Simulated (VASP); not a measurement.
# Te (P6/mmm) in VASP: further runs

Runs on Te. Level: PBE. Tasks: single point.

Everything below comes from runs of VASP 6.6.1. Logs are shortened: lines on timing, memory, paths and dates and some standing lists are left out, and cuts for length are marked.

### Step 1. The cell of the first run

The structure is hexagonal, space group P6/mmm (No. 191). The conventional cell has a = 2.636 Å, b = 2.636 Å, c = 2.477 Å, α = 90.00°, β = 90.00°, γ = 120.00°. Te (site symmetry 6/mmm) has 8 Te at 2.48 to 2.64 Å within 3.3 Å.

This isn't the form of Te at room conditions, which is trigonal, of chains.

### Step 2. Single point, PBE

Input file INCAR:

```
PREC     = Accurate       # precision mode
ENCUT    = 520            # plane-wave cutoff, eV
EDIFF    = 1E-7           # SCF threshold, eV
ISMEAR   = -1             # smearing method
SIGMA    = 0.1            # smearing width, eV
LREAL    = False          # projectors in reciprocal space
LASPH    = True           # aspherical terms in the spheres
NELM     = 100            # most SCF steps
ALGO     = Normal         # electronic algorithm
ISIF     = 2              # what is computed and relaxed
LWAVE    = False          # write WAVECAR
LCHARG   = False          # write CHGCAR
GGA      = PE             # functional
NBANDS   = 9              # bands
```

Input file KPOINTS:

```
Automatic mesh
0
Gamma
  17 17 15
```

Input file POSCAR:

```
Te
1.0
    2.6357086369      0.0000000000      0.0000000000
   -1.3178543184      2.2825906366      0.0000000000
    0.0000000000      0.0000000000      2.4773808906
Te
1
Direct
    0.0000000000      0.0000000000      0.0000000000
```

Potentials or basis: VASP PAW PBE potentials, release 64 (Te).

Command:

```
$ cat potpaw_PBE.64/Te/POTCAR > POTCAR
$ mpirun -np 1 vasp_std > vasp.out
```

OUTCAR:

```text
PREC = Accurate
   ENCUT = 520
   EDIFF = 1E-7
   ISMEAR = -1
   LREAL = False
   LASPH = True
   NELM = 100
   ISIF = 2
   GGA = PE

 ion  position               nearest neighbor table
   1  0.000  0.000  0.000-

  LATTYP: Found a hexagonal cell.
 ALAT       =     2.6357086369
 C/A-ratio  =     0.9399297236

  Lattice vectors:

 A1 = (   2.6357086369,   0.0000000000,   0.0000000000)
 A2 = (  -1.3178543184,   2.2825906366,   0.0000000000)
 A3 = (   0.0000000000,   0.0000000000,   2.4773808906)

Analysis of symmetry for initial positions (statically):
=====================================================================
 Subroutine PRICEL returns:
 Original cell was already a primitive cell.

 Routine SETGRP: Setting up the symmetry group for a
 hexagonal supercell.

 Subroutine GETGRP returns: Found 24 space group operations
 (whereof 24 operations were pure point group operations)
 out of a pool of 24 trial point group operations.

The static configuration has the point symmetry D_6h.

Analysis of symmetry for dynamics (positions and initial velocities):
=====================================================================
 Subroutine PRICEL returns:
 Original cell was already a primitive cell.

 Routine SETGRP: Setting up the symmetry group for a
 hexagonal supercell.

 Subroutine GETGRP returns: Found 24 space group operations
 (whereof 24 operations were pure point group operations)
 out of a pool of 24 trial point group operations.

The dynamic configuration has the point symmetry D_6h.

 Subroutine INISYM returns: Found 24 space group operations
 (whereof 24 operations are pure point group operations),
 and found     1 'primitive' translations

----------------------------------------------------------------------------------------

                                     Primitive cell

  volume of cell :      14.9045

  direct lattice vectors                    reciprocal lattice vectors
     2.635708637  0.000000000  0.000000000     0.379404607  0.219049352  0.000000000
    -1.317854318  2.282590637  0.000000000     0.000000000  0.438098704  0.000000000
     0.000000000  0.000000000  2.477380891     0.000000000  0.000000000  0.403652100

  length of vectors
     2.635708637  2.635708637  2.477380891     0.438098704  0.438098704  0.403652100
[... 78 lines left out ...]
   NELM   =    100;   NELMIN=  2; NELMDL= -5     # of ELM steps
   EDIFF  = 0.1E-06   stopping-criterion for ELM
   LREAL  =      F    real-space projection
   EDIFFG = 0.1E-05   stopping-criterion for IOM
   NSW    =      0    number of steps for IOM
   IBRION =     -1    ionic relax: 0-MD 1-quasi-New 2-CG
   NFREE  =      0    steps in history (QN), initial steepest desc. (CG)
   ISIF   =      2    stress and relaxation
   ISYM   =      2    0-nonsym 1-usesym 2-fastsym
   POTIM  = 0.5000    time-step for ionic-motion
   TEBEG  =    0.0;   TEEND  =   0.0 temperature during run
   PSTRESS=    0.0 pullay stress
   NELECT =       6.0000    total number of electrons
   NUPDOWN=      -1.0000    fix difference up-down
   EMIN   =  10.00;   EMAX   =-10.00  energy-range for DOS
   EFERMI =   0.00;   METHOD = LEGACY
   ISMEAR =    -1;   SIGMA  =   0.10  broadening in eV -4-tet -1-fermi 0-gaus
   EFERMI_NEDOS =   21; number of points for ismear=-14 and -15
   IALGO  =     38    algorithm
   IMIX   =      4    mixing-type and parameters
     AMIX     =   0.40;   BMIX     =  1.00
     AMIX_MAG =   1.60;   BMIX_MAG =  1.00
  volume/ion in A,a.u.               =      14.90       100.58
  Fermi-wavevector in a.u.,A,eV,Ry     =   1.208795  2.284291 19.880620  1.461184
  Thomas-Fermi vector in A             =   2.344392
   LORBIT       =      0    0 simple, 1 ext, 2 COOP (PROOUT), +10 PAW based schemes
   GGA     = PE    functional components
   LHFCALC =     F    Hartree Fock is set to
   AEXX    =    0.0000 exact exchange contribution
   IVDW    =     0    specifies the selected vdW correction
   LEPSILON=     F    determine dielectric tensor
   LRPA    =     F    only Hartree local field effects (RPA)
 non-spin polarized calculation
  energy-cutoff  :      520.00
  volume of cell :       14.90
 maximum number of plane-waves:       419
 NGX is ok and might be reduce to    20

 number of electron       6.0000000 magnetization

 Free energy of the ion-electron system (eV)
  ---------------------------------------------------
  ext. energy  EPLUGINS =         0.00000000
  ---------------------------------------------------
  free energy    TOTEN  =         2.11638443 eV

  energy without entropy =        2.13021530  energy(sigma->0) =        2.12329987

 E-fermi :  20.3311     XC(G=0): -13.1184

 val. band max:       20.3201223693   @ k =   0.1765   0.0588   0.1333
 cond. band min:      20.3574926768   @ k =   0.2353   0.1765   0.4667
 fundamental gap:      0.0373703075
 Fermi energy:        20.3311419038

 k-point     1 :       0.0000    0.0000    0.0000
  band No.  band energies     occupation
      1      -1.7624      2.00000
      2      22.7629      0.00000
      3      25.9540      0.00000
      4      25.9540      0.00000
      5      26.6653      0.00000
      6      28.5592      0.00000
      7      30.8325      0.00000
      8      30.8325      0.00000
      9      34.7221      0.00000
[... 265 lines left out ...]
 k-point    24 :       0.1765    0.1765    0.0000
  band No.  band energies     occupation
      1       1.1612      2.00000
      2      15.2680      2.00000
      3      17.2024      2.00000
      4      25.9405      0.00000
      5      28.6138      0.00000
      6      30.5760      0.00000
      7      33.0320      0.00000
      8      38.8780      0.00000
      9      39.3244      0.00000

 [... further k-points ...]

------------------------ aborting loop because EDIFF is reached ----------------------------------------

  FORCE on cell =-STRESS in cart. coord.  units (eV):
  Direction    XX          YY          ZZ          XY          YZ          ZX
  --------------------------------------------------------------------------------------
  -------------------------------------------------------------------------------------
  Total       17.9252786     17.9252786     17.9242556      0.0000000     -0.0000000      0.0000000
  in kB     1926.8960307   1926.8960308   1926.7860657      0.0000000     -0.0000000      0.0000000
  external PRESSURE =    1926.8593757 kB  Pullay stress =       0.0000000 kB

 VOLUME and BASIS-vectors are now :
 -----------------------------------------------------------------------------
  energy-cutoff  :      520.00
  volume of cell :       14.90
      direct lattice vectors                 reciprocal lattice vectors
     2.635708637  0.000000000  0.000000000     0.379404607  0.219049352  0.000000000
    -1.317854318  2.282590637  0.000000000     0.000000000  0.438098704  0.000000000
     0.000000000  0.000000000  2.477380891     0.000000000  0.000000000  0.403652100

 POSITION                                       TOTAL-FORCE (eV/Angst)
 -----------------------------------------------------------------------------------
      0.00000      0.00000      0.00000        -0.000000      0.000000      0.000000
 -----------------------------------------------------------------------------------
    total drift:                               -0.000000     -0.000000      0.000000

  FREE ENERGIE OF THE ION-ELECTRON SYSTEM (eV)
  ---------------------------------------------------
  free  energy   TOTEN  =         2.1163844331 eV

  energy  without entropy=        2.1302153029  energy(sigma->0) =        2.12329987
```

OSZICAR:

```text
N       E                     dE             d eps       ncg     rms          rms(c)
DAV:   1     0.166044728081E+02    0.16604E+02   -0.27122E+03  4768   0.546E+02
DAV:   2     0.227456381796E+01   -0.14330E+02   -0.14000E+02  6701   0.812E+01
DAV:   3     0.203758507231E+01   -0.23698E+00   -0.23545E+00  6069   0.998E+00
DAV:   4     0.203682330127E+01   -0.76177E-03   -0.76156E-03  6506   0.611E-01
DAV:   5     0.203682095848E+01   -0.23428E-05   -0.23402E-05  5975   0.257E-02    0.265E+01
DAV:   6     0.209057623161E+01    0.53755E-01   -0.12802E-02  5724   0.610E-01    0.160E+01
DAV:   7     0.211596815033E+01    0.25392E-01   -0.20784E-02  6078   0.797E-01    0.484E-01
DAV:   8     0.211637384912E+01    0.40570E-03   -0.11322E-03  5327   0.202E-01    0.361E-02
DAV:   9     0.211638050213E+01    0.66530E-05   -0.27615E-05  6764   0.333E-02    0.349E-02
DAV:  10     0.211638088265E+01    0.38052E-06   -0.60002E-07  5550   0.486E-03    0.888E-03
DAV:  11     0.211638415258E+01    0.32699E-05   -0.80293E-07  5562   0.463E-03    0.337E-03
DAV:  12     0.211638455520E+01    0.40262E-06   -0.11842E-08  3195   0.862E-04    0.191E-03
DAV:  13     0.211638441166E+01   -0.14354E-06   -0.15116E-09  2723   0.293E-04    0.460E-04
DAV:  14     0.211638443306E+01    0.21403E-07   -0.10700E-10  2628   0.857E-05
   1 F= 0.21163844E+01 E0= 0.21232999E+01  d E =-.138309E-01
```

stdout:

```text
POSCAR found type information on POSCAR Te
 POSCAR found :  1 types and       1 ions
 scaLAPACK will be used
 LDA part: xc-table for (Slater+PW92), standard interpolation
 POSCAR, INCAR and KPOINTS ok, starting setup
 FFT: planning ... GRIDC
 FFT: planning ... GRID_SOFT
 FFT: planning ... GRID
 WAVECAR not read
 entering main loop
```

Wall time 37 s (1 thread of AMD EPYC 7R13, shared host); peak memory 0.15 GiB.

What came out:

| Quantity | Value |
| --- | --- |
| Free energy | 2.1164 eV |
| Pressure | 192.7 GPa |
| Band gap on the k mesh | zero (bands 3 and 4 overlap by 16.04 eV) |

Caveat: the cell stands under pressure; spin-orbit coupling is left out, which moves the levels of the heavy elements.

### Step 3. Single point, PBE

Input file INCAR:

```
SYSTEM = Te
PREC     = Accurate       ! precision mode
ENCUT    = 520            ! plane-wave cutoff, eV
EDIFF    = 1E-6           ! SCF threshold, eV
ISMEAR   = -1             ! smearing method
SIGMA    = 0.1            ! smearing width, eV
LREAL    = .False.        ! projectors in reciprocal space
LASPH    = .True.         ! aspherical terms in the spheres
NELM     = 80             ! most SCF steps
ALGO     = Normal         ! electronic algorithm
ISIF     = 2              ! what is computed and relaxed
LWAVE    = .False.        ! write WAVECAR
LCHARG   = .False.        ! write CHGCAR
GGA      = PE             ! functional
NBANDS   = 9              ! bands
```

Input file KPOINTS:

```
regular mesh
0
Gamma
  17 17 15
  0 0 0
```

Input file POSCAR:

```
Te
1.0
    2.6356228677     -0.0000000001      0.0000000000
   -1.3178114338      2.2825163583      0.0000000000
    0.0000000000      0.0000000000      2.4771352207
Te
1
Direct
    0.0000000000      0.0000000000      0.0000000000
```

Potentials or basis: VASP PAW PBE potentials, release 64 (Te).

Command:

```
$ cat potpaw_PBE.64/Te/POTCAR > POTCAR
$ mpirun -np 1 vasp_std > vasp.out
```

Run time: 30 s. Hardware: 1 thread of AMD EPYC 7R13, shared host; peak memory 0.15 GiB.

The run converged. Its results:

```
Free energy            : 2.1193 eV
Pressure               : 192.8 GPa
Band gap on the k mesh : zero (bands 3 and 4 overlap by 16.04 eV)
```

Levels at points of the mesh, in eV from the Fermi level:
| k point | band 1 | band 2 | band 3 | band 4 | band 5 | band 6 |
| --- | --- | --- | --- | --- | --- | --- |
| (0.00, 0.00, 0.00) | -22.10 | 2.43 | 5.62 | 5.62 | 6.34 | 8.23 |

Caveat: the cell stands under pressure; spin-orbit coupling is left out, which moves the levels of the heavy elements.

### Step 4. Single point, PBE

This run uses another cell than the first one: it holds 3 atoms, not 1.

Input file INCAR:

```
SYSTEM = Te
ALGO = Normal ; EDIFF = 1E-7
ENCUT = 520 ; GGA = PE
ISIF = 2 ; ISMEAR = -1
LASPH = .TRUE. ; LCHARG = .FALSE.
LREAL = .FALSE. ; LWAVE = .FALSE.
NBANDS = 16 ; NELM = 100
PREC = Accurate ; SIGMA = 0.1
```

Input file KPOINTS:

```
k-points
0
G
  8 8 12
  0 0 0
```

Input file POSCAR:

```
Te
1.0
    4.3592718663      0.0000000000      0.0000000000
   -2.1796359331      3.7752401782      0.0000000000
    0.0000000000      0.0000000000      2.6153431493
Te
3
Direct
    0.0000000000      0.0000000000      0.0000000000
    0.3333333333      0.6666666667      0.5000000000
    0.6666666667      0.3333333333      0.5000000000
```

Command:

```
$ cat potpaw_PBE.64/Te/POTCAR > POTCAR
$ mpirun -np 1 vasp_std > vasp.out
```

It took 53 s on 1 thread of AMD EPYC 7R13, shared host; peak memory 0.18 GiB.

The run converged. Its results:

* Free energy: 5.2475 eV
* Pressure: 192.1 GPa
* Band gap on the k mesh: zero (bands 9 and 10 overlap by 10.66 eV)

Stress tensor (GPa, compression positive):
```
192.02   0.00   0.00
  0.00 192.02   0.00
  0.00   0.00 192.12
```

Levels at points of the mesh, in eV from the Fermi level:
```
           k point  band 6  band 7  band 8  band 9  band 10  band 11  band 12  band 13
(0.00, 0.00, 0.00)   -9.67   -9.67   -0.50    4.42     8.39     8.39     9.05     9.23
(0.50, 0.00, 0.00)   -2.68   -1.51   -1.38    0.93     2.65     2.79     5.61     6.04
(0.00, 0.00, 0.50)   -6.51   -5.88   -5.75   -4.31    -4.31    -3.02    -3.02    -0.36
(0.50, 0.00, 0.50)   -8.24   -8.00   -5.36    0.75     1.44     2.29     4.04     4.39
```

Caveat: the cell stands under pressure; spin-orbit coupling is left out, which moves the levels of the heavy elements.

### Step 5. Single point, PBE

This run uses another cell than the first one: it holds 3 atoms, not 1.

Input file INCAR:

```
SYSTEM = Te
PREC = Accurate
ENCUT = 520
EDIFF = 1E-6
ISMEAR = -1
SIGMA = 0.1
LREAL = .False.
LASPH = .True.
NELM = 60
ALGO = Normal
ISIF = 2
LWAVE = .False.
LCHARG = .True.
GGA = PE
LELF = .True.
LVHAR = .True.
NBANDS = 16
```

Input file KPOINTS:

```
Automatic mesh
0
Gamma
  8 8 12
  0 0 0
```

Input file POSCAR:

```
Te
1.0
    4.3589691679      0.0000000000      0.0000000000
   -2.1794845839      3.7749780337      0.0000000000
    0.0000000000      0.0000000000      2.6152800840
Te
3
Direct
    0.0000000000      0.0000000000      0.0000000000
    0.3333333333      0.6666666667      0.5000000000
    0.6666666667      0.3333333333      0.5000000000
```

Command:

```
$ cat potpaw_PBE.64/Te/POTCAR > POTCAR
$ mpirun -np 1 vasp_std > vasp.out
```

Run time: 55 s. Hardware: 1 thread of AMD EPYC 7R13, shared host; peak memory 0.18 GiB.

It converged, with:

```yaml
Free_energy: 5.2559 eV
Pressure: 192.2 GPa
Band_gap_on_the_k_mesh: zero (bands 9 and 10 overlap by 10.66 eV)
```

Levels at points of the mesh, in eV from the Fermi level:
| k point | band 5 | band 6 | band 7 | band 8 | band 9 | band 10 | band 11 | band 12 | band 13 | band 14 |
| --- | --- | --- | --- | --- | --- | --- | --- | --- | --- | --- |
| (0.00, 0.00, 0.00) | -10.06 | -9.67 | -9.67 | -0.50 | 4.42 | 8.39 | 8.39 | 9.06 | 9.23 | 9.75 |
| (0.50, 0.00, 0.00) | -3.00 | -2.68 | -1.51 | -1.38 | 0.94 | 2.65 | 2.79 | 5.61 | 6.04 | 6.65 |
| (0.00, 0.00, 0.50) | -6.53 | -6.51 | -5.88 | -5.75 | -4.31 | -4.31 | -3.03 | -3.03 | -0.36 | -0.36 |
| (0.50, 0.00, 0.50) | -8.41 | -8.24 | -8.00 | -5.36 | 0.75 | 1.44 | 2.29 | 4.04 | 4.39 | 4.82 |

Caveat: the cell stands under pressure; spin-orbit coupling is left out, which moves the levels of the heavy elements.

The gap in the log of VASP goes by the Fermi energy; the results here count the filled bands.